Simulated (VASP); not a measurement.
Sb, 2 atoms in the cell. It takes space group R-3m (No. 166, trigonal). Conventional cell: a = 4.308 Å, b = 4.308 Å, c = 11.274 Å, α = 90.00°, β = 90.00°, γ = 120.00°. Within 3.8 Å of Sb (site symmetry 3m) lie 6 Sb at 2.91 to 3.35 Å. 

```yaml
Program: VASP 6.6.1
Task: single point
Functional: r2SCAN
Potentials_or_basis: VASP PAW PBE potentials, release 64 (Sb)
Cutoff: 520 eV
k_mesh: 8 × 8 × 8
Occupations: fermi-dirac, width 0.05 eV
Spin: no spin polarisation
Dipole_correction: no
Further_INCAR_settings: ALGO = Normal; EDIFF = 1e-06; NBANDS = 12
```

Potentials or basis: VASP PAW PBE potentials, release 64 (Sb).

Launch:

```bash
$ cat potpaw_PBE.64/Sb/POTCAR > POTCAR
$ cp INCAR.step1 INCAR
$ mpirun -np 1 vasp_std > vasp.out
$ cp INCAR.step2 INCAR
$ mpirun -np 1 vasp_std > vasp.out
```

Hardware: 1 thread of Intel(R) Xeon(R) Platinum 8375C CPU @ 2.90GHz (Ice Lake), on a shared host.

Estimate the wall time of this run.

It took 3.8 min on 1 thread of Intel(R) Xeon(R) Platinum 8375C CPU @ 2.90GHz (Ice Lake) (shared host), peak memory 0.22 GiB. Counts: k points 65.
